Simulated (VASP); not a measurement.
Here is a VASP 6.6.1 calculation.

The input POSCAR:

```
LiH
1.0
    0.0000000000      2.0029948929      2.0029948929
    2.0029948929      0.0000000000      2.0029948929
    2.0029948929      2.0029948929      0.0000000000
Li H
1 1
Direct
    0.0000000000      0.0000000000      0.0000000000
    0.5000000000      0.5000000000      0.5000000000
```

File INCAR.step1:

```
SYSTEM = LiH
PREC     = Accurate       ! precision mode
ENCUT    = 500            ! plane-wave cutoff, eV
EDIFF    = 1E-8           ! SCF threshold, eV
ISMEAR   = 0              ! smearing method
SIGMA    = 0.01           ! smearing width, eV
LREAL    = .False.        ! projectors in reciprocal space
LASPH    = .True.         ! aspherical terms in the spheres
NELM     = 80             ! most SCF steps
ALGO     = Normal         ! electronic algorithm
LWAVE    = .True.         ! write WAVECAR
LCHARG   = .False.        ! write CHGCAR
GGA      = PE             ! functional
```

The input INCAR.step2:

```
SYSTEM = LiH
PREC     = Accurate       ! precision mode
ENCUT    = 500            ! plane-wave cutoff, eV
EDIFF    = 1E-8           ! SCF threshold, eV
ISMEAR   = 0              ! smearing method
SIGMA    = 0.01           ! smearing width, eV
LREAL    = .False.        ! projectors in reciprocal space
LASPH    = .True.         ! aspherical terms in the spheres
NELM     = 1              ! most SCF steps
ALGO     = Exact          ! electronic algorithm
LWAVE    = .True.         ! write WAVECAR
LCHARG   = .False.        ! write CHGCAR
GGA      = PE             ! functional
NBANDS   = 31             ! bands
LOPTICS  = .True.         ! frequency-dependent dielectric function
ISTART   = 1
```

INCAR.step3

```
SYSTEM = LiH
PREC     = Accurate       ! precision mode
ENCUT    = 500            ! plane-wave cutoff, eV
EDIFF    = 1E-8           ! SCF threshold, eV
ISMEAR   = 0              ! smearing method
SIGMA    = 0.01           ! smearing width, eV
LREAL    = .False.        ! projectors in reciprocal space
LASPH    = .True.         ! aspherical terms in the spheres
ALGO     = EVGW0          ! electronic algorithm
LWAVE    = .False.        ! write WAVECAR
LCHARG   = .False.        ! write CHGCAR
GGA      = PE             ! functional
NELMGW   = 1            
NBANDS   = 31             ! bands
ENCUTGW  = 80.0           ! cutoff of the response function
NOMEGA   = 96             ! frequency points
PRECFOCK = Fast         
ISTART   = 1            
NBANDSGW = 9            
OMEGAMAX = 30
```

The input KPOINTS:

```
Automatic mesh
0
Gamma
  6 6 6
  0 0 0
```

Potentials or basis: VASP PAW PBE potentials, release 64 (Li_GW, H_GW).

Command:

```bash
$ cat potpaw_PBE.64/Li_GW/POTCAR potpaw_PBE.64/H_GW/POTCAR > POTCAR
$ cp INCAR.step1 INCAR
$ mpirun -np 1 vasp_std > vasp.out
$ cp INCAR.step2 INCAR
$ mpirun -np 1 vasp_std > vasp.out
$ cp INCAR.step3 INCAR
$ mpirun -np 1 vasp_std > vasp.out
```

Task: What does it give for the quasiparticle gap?

Result: 4.75 eV.

Task: Estimate the least direct quasiparticle gap.

Result: 4.75 eV.

Task: What does it give for the band gap of the starting levels on the mesh?

Result: 2.98 eV.

Caveat: the k points lie up to 0.45 Å⁻¹ apart; bands, screening cutoff and mesh are small and nothing is extrapolated, so the quasiparticle values aren't converged.
